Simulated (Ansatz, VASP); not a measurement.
## One calculation of Ca, two programs

```
CELL_PARAMETERS angstrom
0.00000 2.57066 2.68243
2.57066 0.00000 2.68243
2.57066 2.57066 0.00000
ATOMIC_POSITIONS crystal
Ca 0.00000 0.00000 0.00000
```

Change from the starting cell: strain -0.080 along x and y, -0.040 along z, atoms carried along.

Alike in both runs: task single point; functional LDA; k mesh 14 × 14 × 14; occupations gaussian, width 0.15 eV; no spin polarisation.

|  | VASP | Ansatz |
| --- | --- | --- |
| version | VASP 6.6.1 | Ansatz 0.2.0 |
| potentials or method | VASP PAW LDA potentials, release 64 (Ca_sv), cutoff 520 eV | scalar-relativistic, plane waves, PAW |
| valence electrons in the cell | 10 | 10 |

```csv
,VASP,Ansatz,Ansatz less VASP
gap on the k mesh at the Fermi level (eV),none,none,-
pressure (GPa),1.5,1.5,0.00
"traceless stress, the component that is largest in VASP (GPa)",-0.28,-0.28,-0.002
```

LDA's correlation is that of Perdew and Zunger in VASP and of Perdew and Wang (1992) in Ansatz. A gap of «none» marks a metal or a gap that the smearing closes.
